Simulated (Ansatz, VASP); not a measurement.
# One calculation of Zr, two programs

```
CELL_PARAMETERS angstrom
0.00000 2.18735 2.18735
2.18735 0.00000 2.18735
2.18735 2.18735 0.00000
ATOMIC_POSITIONS crystal
Zr 0.00000 0.00000 0.00000
```

Change from the starting cell: strain -0.030 along x and y, -0.030 along z, atoms carried along.

Alike in both runs: task single point; functional LDA; k mesh 18 × 18 × 18; occupations gaussian, width 0.15 eV; no spin polarisation.

|  | VASP | Ansatz |
| --- | --- | --- |
| version | VASP 6.6.1 | Ansatz 0.2.0 |
| potentials or method | VASP PAW LDA potentials, release 64 (Zr_sv), cutoff 520 eV | scalar-relativistic, plane waves, PAW |
| valence electrons in the cell | 12 | 12 |

|  | VASP | Ansatz | Ansatz less VASP |
| --- | --- | --- | --- |
| gap on the k mesh at the Fermi level (eV) | none | none | - |
| pressure (GPa) | 3.3 | 3.2 | -0.12 |

LDA's correlation is that of Perdew and Zunger in VASP and of Perdew and Wang (1992) in Ansatz. A gap of «none» marks a metal or a gap that the smearing closes.
